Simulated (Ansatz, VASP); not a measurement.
**AlN: VASP beside Ansatz**

File INCAR:

```
PREC = Accurate
ENCUT = 520
EDIFF = 1E-7
ISMEAR = 0
SIGMA = 0.05
LREAL = F
LASPH = T
NELM = 60
ALGO = Normal
ISIF = 2
LWAVE = F
LCHARG = F
GGA = PE
NBANDS = 11
```

File KPOINTS:

```
regular mesh
0
Gamma
  10 10 10
```

Contents of POSCAR:

```
AlN
1.0
    0.0000000000      2.0077675911      2.0077675911
    2.0077675911      0.0000000000      2.0077675911
    2.0077675911      2.0077675911      0.0000000000
Al N
1 1
Direct
    0.5000000000      0.5000000000      0.5000000000
    0.0000000000      0.0000000000      0.0000000000
```

Input for Ansatz:

```yaml
crystal:
  lattice:
    - [0.0, 2.0077675911, 2.0077675911]
    - [2.0077675911, 0.0, 2.0077675911]
    - [2.0077675911, 2.0077675911, 0.0]
  atoms:
    - { symbol: Al, position: [0.5, 0.5, 0.5] }
    - { symbol: "N", position: [0.0, 0.0, 0.0] }
basis:
  ecutwfc: 420
  ecutrho_ratio: 4
kpoints:
  mp_grid: { grid: [10, 10, 10] }
hamiltonian:
  xc: pbe
scf:
  occupations: { method: gaussian, width: 0.05 }
output:
  forces: true
  stress: true
  eigenvalues: true
```

Alike in both runs: task single point; functional PBE; k mesh 10 × 10 × 10; occupations gaussian, width 0.05 eV; no spin polarisation.

|  | VASP | Ansatz |
| --- | --- | --- |
| version | VASP 6.6.1 | Ansatz 0.2.0 |
| potentials or method | VASP PAW PBE potentials, release 64 (Al, N), cutoff 520 eV | scalar-relativistic, plane waves, PAW |
| valence electrons in the cell | 8 | 8 |

VASP gave:

| Property | Result |
| --- | --- |
| gap on the k mesh at the Fermi level (eV) | 4.81 |
| least direct gap on the mesh (eV) | 5.98 |
| pressure (GPa) | 10.8 |

Problem. Which values does Ansatz return?

Solution. gap on the k mesh at the Fermi level (eV): 4.83; least direct gap on the mesh (eV): 5.97; pressure (GPa): 11.2.
